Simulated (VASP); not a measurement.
# WC (I4/mmm) in VASP: single point with r2SCAN

Aim: the single point of WC with r2SCAN.

All numbers are computed with VASP 6.6.1; they aren't measurements. Logs are shortened: lines on timing, memory, paths and dates and some standing lists are left out, and cuts for length are marked.

## Step 1: The cell of the first run

Symmetry: I4/mmm, No. 139, tetragonal system. The conventional cell has a = 3.086 Å, b = 3.086 Å, c = 4.583 Å, α = 90.00°, β = 90.00°, γ = 90.00°. W (site symmetry 4/mmm) has 6 C at 2.18 to 2.29 Å within 2.9 Å. C (site symmetry 4/mmm) has 6 W at 2.18 to 2.29 Å within 2.9 Å.

## Step 2: Single point, r2SCAN (strain +0.000 along x and y, +0.050 along z)

Contents of POSCAR:

```
WC
1.0
    0.0000000000      2.1824154782      2.2915362521
    2.1824154782      0.0000000000      2.2915362521
    2.1824154782      2.1824154782      0.0000000000
W C
1 1
Direct
    0.0000000000      0.0000000000      0.0000000000
    0.5000000000      0.5000000000      0.5000000000
```

Contents of INCAR.step1:

```
SYSTEM = WC
PREC     = Accurate       ! precision mode
ENCUT    = 520            ! plane-wave cutoff, eV
ISMEAR   = 0              ! smearing method
SIGMA    = 0.15           ! smearing width, eV
LREAL    = .FALSE.        ! projectors in reciprocal space
LASPH    = .TRUE.         ! aspherical terms in the spheres
NELM     = 80             ! most SCF steps
NBANDS   = 16             ! bands
GGA      = PE             ! functional
ALGO     = Normal         ! electronic algorithm
EDIFF    = 1E-4           ! SCF threshold, eV
LWAVE    = .TRUE.         ! write WAVECAR
LCHARG   = .FALSE.        ! write CHGCAR
```

Contents of INCAR.step2:

```
SYSTEM = WC
PREC     = Accurate       ! precision mode
ENCUT    = 520            ! plane-wave cutoff, eV
EDIFF    = 1E-6           ! SCF threshold, eV
ISMEAR   = 0              ! smearing method
SIGMA    = 0.15           ! smearing width, eV
LREAL    = .FALSE.        ! projectors in reciprocal space
LASPH    = .TRUE.         ! aspherical terms in the spheres
NELM     = 80             ! most SCF steps
ALGO     = Normal         ! electronic algorithm
ISIF     = 2              ! what is computed and relaxed
LWAVE    = .FALSE.        ! write WAVECAR
LCHARG   = .TRUE.         ! write CHGCAR
METAGGA  = R2SCAN         ! meta-GGA
LMIXTAU  = .TRUE.       
LELF     = .TRUE.         ! ELF
LVHAR    = .TRUE.       
NBANDS   = 16             ! bands
ISTART   = 1
```

Contents of KPOINTS:

```
regular mesh
0
G
  24 24 24
  0 0 0
```

Potentials or basis: VASP PAW PBE potentials, release 64 (W_sv, C).

The run is started by

```sh
$ cat potpaw_PBE.64/W_sv/POTCAR potpaw_PBE.64/C/POTCAR > POTCAR
$ cp INCAR.step1 INCAR
$ mpirun -np 1 vasp_std > vasp.out
$ cp INCAR.step2 INCAR
$ mpirun -np 1 vasp_std > vasp.out
```

OUTCAR:

```text
SYSTEM = WC
   PREC = Accurate
   ENCUT = 520
   EDIFF = 1E-6
   ISMEAR = 0
   LREAL = .FALSE.
   LASPH = .TRUE.
   NELM = 80
   ISIF = 2
   METAGGA = R2SCAN
   ISTART = 1

 ion  position               nearest neighbor table
   1  0.000  0.000  0.000-   2 2.18   2 2.18   2 2.18   2 2.18   2 2.29   2 2.29
   2  0.500  0.500  0.500-   1 2.18   1 2.18   1 2.18   1 2.18   1 2.29   1 2.29

  LATTYP: Found a body centered tetragonal cell.
 ALAT       =     3.0864015680
 C/A-ratio  =     1.4849242405

  Lattice vectors:

 A1 = (  -2.1824154782,   0.0000000000,   2.2915362521)
 A2 = (   2.1824154782,   0.0000000000,   2.2915362521)
 A3 = (   0.0000000000,   2.1824154782,  -2.2915362521)

Analysis of symmetry for initial positions (statically):
=====================================================================
 Subroutine PRICEL returns:
 Original cell was already a primitive cell.

 Routine SETGRP: Setting up the symmetry group for a
 body centered tetragonal supercell.

 Subroutine GETGRP returns: Found 16 space group operations
 (whereof 16 operations were pure point group operations)
 out of a pool of 16 trial point group operations.

The static configuration has the point symmetry D_4h.

Analysis of symmetry for dynamics (positions and initial velocities):
=====================================================================
 Subroutine PRICEL returns:
 Original cell was already a primitive cell.

 Routine SETGRP: Setting up the symmetry group for a
 body centered tetragonal supercell.

 Subroutine GETGRP returns: Found 16 space group operations
 (whereof 16 operations were pure point group operations)
 out of a pool of 16 trial point group operations.

The dynamic configuration has the point symmetry D_4h.

 Subroutine INISYM returns: Found 16 space group operations
 (whereof 16 operations are pure point group operations),
 and found     1 'primitive' translations

----------------------------------------------------------------------------------------

                                     Primitive cell

  volume of cell :      21.8289

  direct lattice vectors                    reciprocal lattice vectors
     0.000000000  2.182415478  2.291536252    -0.229103947  0.229103947  0.218194235
     2.182415478  0.000000000  2.291536252     0.229103947 -0.229103947  0.218194235
     2.182415478  2.182415478  0.000000000     0.229103947  0.229103947 -0.218194235

  length of vectors
     3.164502443  3.164502443  3.086401568     0.390622530  0.390622530  0.390622530

  position of ions in fractional coordinates (direct lattice)
     0.000000000  0.000000000  0.000000000
     0.500000000  0.500000000  0.500000000

  ion indices of the primitive-cell ions
   primitive index   ion index
                 1           1
                 2           2

----------------------------------------------------------------------------------------

 KPOINTS: regular mesh

Automatic generation of k-mesh.
 Grid dimensions read from file:
 generate k-points for:   24   24   24

 Generating k-lattice:

  Cartesian coordinates                     Fractional coordinates (reciprocal lattice)
    -0.009545998  0.009545998  0.009091426     0.041666667  0.000000000  0.000000000
     0.009545998 -0.009545998  0.009091426     0.000000000  0.041666667  0.000000000
     0.009545998  0.009545998 -0.009091426     0.000000000  0.000000000  0.041666667

  Length of vectors
     0.016275939  0.016275939  0.016275939

  Shift w.r.t. Gamma in fractional coordinates (k-lattice)
     0.000000000  0.000000000  0.000000000

 Subroutine IBZKPT returns following result:
 ===========================================

 Found   1063 irreducible k-points:

 Following reciprocal coordinates:
            Coordinates               Weight
  0.000000  0.000000  0.000000      1.000000
  0.041667 -0.000000  0.000000      8.000000
  0.083333 -0.000000  0.000000      8.000000
  0.125000  0.000000  0.000000      8.000000
  0.166667  0.000000  0.000000      8.000000
  0.208333  0.000000  0.000000      8.000000
[... 16 lines left out ...]
  0.416667  0.041667  0.000000      8.000000
  0.458333  0.041667  0.000000      8.000000
 [... further k-points ...]
   k-points           NKPTS =   1063   k-points in BZ     NKDIM =   1063   number of bands    NBANDS=     16
   number of dos      NEDOS =    301   number of ions     NIONS =      2
   total plane-waves  NPLWV =  13824
   dimension x,y,z NGX =    24 NGY =   24 NGZ =   24
   dimension x,y,z NGXF=    48 NGYF=   48 NGZF=   48
   ions per type =               1   1
   NGX,Y,Z   is equivalent  to a cutoff of  12.61, 12.61, 12.93 a.u.
   NGXF,Y,Z  is equivalent  to a cutoff of  25.22, 25.22, 25.85 a.u.
 SYSTEM =  WC
   PREC   = accura    normal or accurate (medium, high low for compatibility)
   ISTART =      1    job   : 0-new  1-cont  2-samecut
   ICHARG =      0    charge: 1-file 2-atom 10-const
   ISPIN  =      1    spin polarized calculation?
   LNONCOLLINEAR =      F non collinear calculations
   LSORBIT =      F    spin-orbit coupling
   LASPH  =      T    aspherical Exc in radial PAW
   ENCUT  =  520.0 eV  38.22 Ry    6.18 a.u.   5.88  5.88  5.74*2*pi/ulx,y,z
   NELM   =     80;   NELMIN=  2; NELMDL=  0     # of ELM steps
   EDIFF  = 0.1E-05   stopping-criterion for ELM
   LREAL  =      F    real-space projection
   EDIFFG = 0.1E-04   stopping-criterion for IOM
   NSW    =      0    number of steps for IOM
   IBRION =     -1    ionic relax: 0-MD 1-quasi-New 2-CG
   NFREE  =      0    steps in history (QN), initial steepest desc. (CG)
   ISIF   =      2    stress and relaxation
   ISYM   =      2    0-nonsym 1-usesym 2-fastsym
   POTIM  = 0.5000    time-step for ionic-motion
   TEBEG  =    0.0;   TEEND  =   0.0 temperature during run
   PSTRESS=    0.0 pullay stress
   NELECT =      18.0000    total number of electrons
   NUPDOWN=      -1.0000    fix difference up-down
   EMIN   =  10.00;   EMAX   =-10.00  energy-range for DOS
   EFERMI =   0.00;   METHOD = LEGACY
   ISMEAR =     0;   SIGMA  =   0.15  broadening in eV -4-tet -1-fermi 0-gaus
   EFERMI_NEDOS =   21; number of points for ismear=-14 and -15
   IALGO  =     38    algorithm
   IMIX   =      4    mixing-type and parameters
     AMIX     =   0.40;   BMIX     =  1.00
     AMIX_MAG =   1.60;   BMIX_MAG =  1.00
  volume/ion in A,a.u.               =      10.91        73.65
  Fermi-wavevector in a.u.,A,eV,Ry     =   1.535165  2.901042 32.065291  2.356732
  Thomas-Fermi vector in A             =   2.641992
   LORBIT       =      0    0 simple, 1 ext, 2 COOP (PROOUT), +10 PAW based schemes
   METAGGA = R2SCAN    functional components
   LHFCALC =     F    Hartree Fock is set to
   AEXX    =    0.0000 exact exchange contribution
   IVDW    =     0    specifies the selected vdW correction
   LEPSILON=     F    determine dielectric tensor
   LRPA    =     F    only Hartree local field effects (RPA)
 non-spin polarized calculation
 Gauss-broadening in eV      SIGMA  =   0.15
  energy-cutoff  :      520.00
  volume of cell :       21.83
 maximum number of plane-waves:       612
   NGX = 11   NGY = 11   NGZ = 11

 number of electron      18.0000002 magnetization

 Free energy of the ion-electron system (eV)
  ---------------------------------------------------
  ext. energy  EPLUGINS =         0.00000000
  ---------------------------------------------------
  free energy    TOTEN  =       -60.53859512 eV

  energy without entropy =      -60.52692420  energy(sigma->0) =      -60.53275966

 E-fermi :  11.8688     XC(G=0): -14.6217

 val. band max:       11.8652802736   @ k =  -0.4583   0.0833   0.1667
 cond. band min:      11.8713808600   @ k =   0.5000   0.0000   0.1250
 fundamental gap:      0.0061005864
 Fermi energy:        11.8687780777

 k-point     1 :       0.0000    0.0000    0.0000
  band No.  band energies     occupation
      1     -65.5930      2.00000
      2     -28.9420      2.00000
      3     -28.9318      2.00000
      4     -28.9318      2.00000
      5      -4.5224      2.00000
      6       8.7883      2.00000
[... 8 lines left out ...]
     15      22.5433      0.00000
     16      34.7010      0.00000

 k-point     2 :       0.0417   -0.0000    0.0000
  band No.  band energies     occupation
      1     -65.5924      2.00000
      2     -28.9473      2.00000
      3     -28.9376      2.00000
      4     -28.9325      2.00000
      5      -4.4741      2.00000
      6       8.7112      2.00000
[... 8 lines left out ...]
     15      22.6538      0.00000
     16      34.1234      0.00000

 k-point     3 :       0.0833   -0.0000    0.0000
  band No.  band energies     occupation
      1     -65.5906      2.00000
      2     -28.9736      2.00000
      3     -28.9440      2.00000
      4     -28.9344      2.00000
      5      -4.3307      2.00000
      6       8.3794      2.00000
[... 8 lines left out ...]
     15      22.9711      0.00000
     16      32.9221      0.00000

 k-point     4 :       0.1250    0.0000    0.0000
  band No.  band energies     occupation
      1     -65.5878      2.00000
      2     -29.0183      2.00000
      3     -28.9509      2.00000
      4     -28.9374      2.00000
      5      -4.0962      2.00000
      6       7.7840      2.00000
[... 8 lines left out ...]
     15      23.4475      0.00000
     16      31.6014      0.00000

 k-point     5 :       0.1667    0.0000    0.0000
  band No.  band energies     occupation
      1     -65.5842      2.00000
      2     -29.0765      2.00000
      3     -28.9594      2.00000
      4     -28.9413      2.00000
      5      -3.7776      2.00000
      6       7.0694      2.00000
[... 8 lines left out ...]
     15      23.9854      0.00000
     16      30.4168      0.00000

 k-point     6 :       0.2083    0.0000    0.0000
  band No.  band energies     occupation
      1     -65.5800      2.00000
      2     -29.1437      2.00000
      3     -28.9691      2.00000
      4     -28.9459      2.00000
      5      -3.3838      2.00000
      6       6.3160      2.00000
[... 8 lines left out ...]
     15      24.4229      0.00000
     16      29.5794      0.00000
[... 267 lines left out ...]
 k-point    21 :       0.3333    0.0417    0.0000
  band No.  band energies     occupation
      1     -65.5681      2.00000
      2     -29.3227      2.00000
      3     -28.9964      2.00000
      4     -28.9670      2.00000
      5      -2.0907      2.00000
      6       4.3126      2.00000
[... 8 lines left out ...]
     15      24.8641      0.00000
     16      27.0555      0.00000

 k-point    22 :       0.3750    0.0417    0.0000
  band No.  band energies     occupation
      1     -65.5642      2.00000
      2     -29.3817      2.00000
      3     -29.0064      2.00000
      4     -28.9701      2.00000
      5      -1.5406      2.00000
      6       3.6305      2.00000
[... 8 lines left out ...]
     15      25.0663      0.00000
     16      26.1782      0.00000

 k-point    23 :       0.4167    0.0417    0.0000
  band No.  band energies     occupation
      1     -65.5610      2.00000
      2     -29.4292      2.00000
      3     -29.0149      2.00000
      4     -28.9720      2.00000
      5      -0.9910      2.00000
      6       2.9899      2.00000
[... 8 lines left out ...]
     15      24.7004      0.00000
     16      25.4713      0.00000

 k-point    24 :       0.4583    0.0417    0.0000
  band No.  band energies     occupation
      1     -65.5588      2.00000
      2     -29.4621      2.00000
      3     -29.0212      2.00000
      4     -28.9726      2.00000
      5      -0.4913      2.00000
      6       2.4352      2.00000
[... 8 lines left out ...]
     15      24.0765      0.00000
     16      24.8928      0.00000

 [... further k-points ...]

------------------------ aborting loop because EDIFF is reached ----------------------------------------

  FORCE on cell =-STRESS in cart. coord.  units (eV):
  Direction    XX          YY          ZZ          XY          YZ          ZX
  --------------------------------------------------------------------------------------
  -------------------------------------------------------------------------------------
  Total       -0.9932169     -0.9932169     -3.5945802      0.0000000      0.0000000     -0.0000000
  in kB      -72.8992556    -72.8992556   -263.8318156      0.0000000      0.0000000     -0.0000000
  external PRESSURE =    -136.5434423 kB  Pullay stress =       0.0000000 kB

 VOLUME and BASIS-vectors are now :
 -----------------------------------------------------------------------------
  energy-cutoff  :      520.00
  volume of cell :       21.83
      direct lattice vectors                 reciprocal lattice vectors
     0.000000000  2.182415478  2.291536252    -0.229103947  0.229103947  0.218194235
     2.182415478  0.000000000  2.291536252     0.229103947 -0.229103947  0.218194235
     2.182415478  2.182415478  0.000000000     0.229103947  0.229103947 -0.218194235

 POSITION                                       TOTAL-FORCE (eV/Angst)
 -----------------------------------------------------------------------------------
      0.00000      0.00000      0.00000         0.000000     -0.000000     -0.000000
      2.18242      2.18242      2.29154        -0.000000      0.000000      0.000000
 -----------------------------------------------------------------------------------
    total drift:                                0.000000     -0.000000     -0.000000

  FREE ENERGIE OF THE ION-ELECTRON SYSTEM (eV)
  ---------------------------------------------------
  free  energy   TOTEN  =       -60.5385951217 eV

  energy  without entropy=      -60.5269241978  energy(sigma->0) =      -60.53275966
```

Wall time 13 min (1 thread of Intel Xeon 6975P-C (Granite Rapids), shared host); peak memory 0.46 GiB.

What came out:

```yaml
Free_energy: -60.5386 eV
Pressure: -13.7 GPa
Band_gap_on_the_k_mesh: zero (bands 9 and 10 overlap by 2.91 eV)
```

Caveat: the cell differs from its parent crystal (strain +0.000 along x and y, +0.050 along z); the stress differs along the axes, from -26 to -7 GPa; the PAW data sets were made with another functional, which shifts forces and pressure a little; spin-orbit coupling is left out, which moves the levels of the heavy elements.
